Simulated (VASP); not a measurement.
**CuO: single point with BLYP+D3(BJ)**

The system is CuO.

```
CELL_PARAMETERS angstrom
2.08672 -2.12131 0.19544
-1.55790 -1.85650 -5.48225
1.74923 5.90208 0.09286
ATOMIC_POSITIONS crystal
Cu 0.25000 0.00000 0.25000
Cu 0.75000 0.00000 0.75000
Cu 0.25000 0.50000 0.75000
Cu 0.75000 0.50000 0.25000
O 0.63548 0.76341 0.13170
O 0.43339 0.67052 0.58500
O 0.06661 0.32948 0.91500
O 0.86452 0.23659 0.36830
```

```
Program                : VASP 6.6.1
Task                   : single point
Functional             : BLYP
Dispersion             : D3(BJ)
Potentials or basis    : VASP PAW PBE potentials, release 64 (Cu, O)
Cutoff                 : 520 eV
k mesh                 : 9 × 5 × 5
Occupations            : fermi-dirac, width 0.05 eV
Spin                   : no spin polarisation
Dipole correction      : no
Further INCAR settings : ALGO = Normal; EDIFF = 1e-07; NBANDS = 44
```

```
Pressure                   : 1.0 GPa
Largest force              : 0.083 eV/Å
Band gap on the k mesh     : zero (bands 34 and 35 overlap by 0.73 eV)
Dispersion energy per atom : -0.578 eV
```

Forces in eV/Å, atoms in the order of the input:
```
Cu   0.000  0.000  0.000
Cu   0.000  0.000  0.000
Cu   0.000  0.000  0.000
Cu   0.000  0.000  0.000
O   -0.012  0.015 -0.027
O    0.025 -0.032  0.072
O   -0.025  0.032 -0.072
O    0.012 -0.015  0.027
```

Stress tensor (GPa, compression positive):
```
 0.71  0.07 -0.56
 0.07  0.68  0.48
-0.56  0.48  1.65
```

Levels at points of the mesh, in eV from the Fermi level:
```csv
k point,band 30,band 31,band 32,band 33,band 34,band 35,band 36,band 37,band 38,band 39
"(0.00, 0.00, 0.00)",-1.73,-1.52,-1.50,-0.34,0.54,0.63,0.66,2.22,4.28,6.59
```

Run time: 7.9 min on 1 thread of Intel(R) Xeon(R) Platinum 8488C (Sapphire Rapids), on a shared host, peak memory 0.44 GiB.

Caveat: the PAW data sets were made with another functional, which shifts forces and pressure a little; semilocal functionals often make such compounds metallic where correlation or magnetic order opens a gap, which also shifts bond lengths. With open d or f shells a metallic result of BLYP can be an artefact of self-interaction; +U or a hybrid may open a gap.
